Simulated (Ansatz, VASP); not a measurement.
Pt in VASP and in Ansatz

```
CELL_PARAMETERS angstrom
0.00000 2.09268 1.63439
2.09268 0.00000 1.63439
2.09268 2.09268 0.00000
ATOMIC_POSITIONS crystal
Pt 0.00000 0.00000 0.00000
```

Alike in both runs: task single point; functional LDA; k mesh 22 × 22 × 22; occupations gaussian, width 0.15 eV; no spin polarisation.

|  | VASP | Ansatz |
| --- | --- | --- |
| version | VASP 6.6.1 | Ansatz 0.2.0 |
| potentials or method | VASP PAW LDA potentials, release 64 (Pt), cutoff 520 eV | scalar-relativistic, plane waves, PAW |
| valence electrons in the cell | 10 | 18 |

```tsv
	VASP	Ansatz	Ansatz less VASP
gap on the k mesh at the Fermi level (eV)	none	none	-
pressure (GPa)	14.0	13.1	-0.91
traceless stress, the component that is largest in VASP (GPa)	5.45	5.44	-0.002
```

LDA's correlation is that of Perdew and Zunger in VASP and of Perdew and Wang (1992) in Ansatz. A gap of «none» marks a metal or a gap that the smearing closes. VASP's potentials hold 10 valence electrons a cell and Ansatz's 18, so a difference there can come from the potentials and not from the codes.

Neither program's run includes spin-orbit coupling.
